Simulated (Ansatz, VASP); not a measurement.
One calculation of AlCo3, two programs

The input POSCAR:

```
AlCo3
1.0
    3.5749480000      0.0000000000      0.0000000000
    0.0000000000      3.5749480000      0.0000000000
    0.0000000000      0.0000000000      3.5749480000
Al Co
1 3
Direct
    0.0000000000      0.0000000000      0.0000000000
    0.5000000000      0.5000000000      0.0000000000
    0.5000000000      0.0000000000      0.5000000000
    0.0000000000      0.5000000000      0.5000000000
```

The input INCAR.step1:

```
PREC = Accurate
ENCUT = 520
ISMEAR = 1
SIGMA = 0.3
LREAL = F
LASPH = T
NELM = 150
ISPIN = 2
MAGMOM = 0 1.76 1.76 1.76
LMAXMIX = 4
NBANDS = 27
GGA = PE
ALGO = Normal
EDIFF = 1E-4
LWAVE = T
LCHARG = F
```

File INCAR.step2:

```
PREC = Accurate
ENCUT = 520
EDIFF = 1E-7
ISMEAR = 1
SIGMA = 0.3
LREAL = F
LASPH = T
NELM = 150
ALGO = Normal
ISIF = 2
LWAVE = F
LCHARG = F
ISPIN = 2
MAGMOM = 0 1.76 1.76 1.76
LORBIT = 11
LMAXMIX = 4
METAGGA = R2SCAN
LMIXTAU = T
NBANDS = 27
ISTART = 1
```

File KPOINTS:

```
regular mesh
0
Gamma
  12 12 12
```

Input for Ansatz:

```yaml
crystal:
  lattice:
    - [3.574948, 0.0, 0.0]
    - [0.0, 3.574948, 0.0]
    - [0.0, 0.0, 3.574948]
  atoms:
    - { symbol: Al, position: [0.0, 0.0, 0.0] }
    - { symbol: Co, position: [0.5, 0.5, 0.0], spin: 1.76 }
    - { symbol: Co, position: [0.5, 0.0, 0.5], spin: 1.76 }
    - { symbol: Co, position: [0.0, 0.5, 0.5], spin: 1.76 }
basis:
  ecutwfc: 500
kpoints:
  mp_grid: { grid: [12, 12, 12] }
hamiltonian:
  xc: r2scan
scf:
  occupations: { method: cold, width: 0.3 }
output:
  forces: true
  stress: true
  eigenvalues: true
  populations: true
magnetization:
  spin_polarized: true
```

Alike in both runs: task single point; functional r2SCAN; k mesh 12 × 12 × 12; collinear spin.

|  | VASP | Ansatz |
| --- | --- | --- |
| version | VASP 6.6.1 | Ansatz 0.2.0 |
| potentials or method | VASP PAW PBE potentials, release 64 (Al, Co), cutoff 520 eV | scalar-relativistic, plane waves, PAW |
| occupations | methfessel-paxton of order 1, width 0.3 eV | cold, width 0.3 eV |
| valence electrons in the cell | 30 | 54 |

|  | VASP | Ansatz | Ansatz less VASP |
| --- | --- | --- | --- |
| gap on the k mesh at the Fermi level (eV) | none | none | - |
| pressure (GPa) | 1.4 | 1.4 | +0.06 |
| net moment per atom (μB) | 1.13 | 1.13 | -0.002 |
| size of the moment on the site where the two differ most (μB) | 0.04 | 0.06 | +0.025 |

VASP's potentials were made for PBE, not for r2SCAN. Site moments also hang on the region over which each program counts them. A gap of «none» marks a metal or a gap that the smearing closes. VASP's potentials hold 30 valence electrons a cell and Ansatz's 54, so a difference there can come from the potentials and not from the codes. Ansatz's warnings: stability check not made.
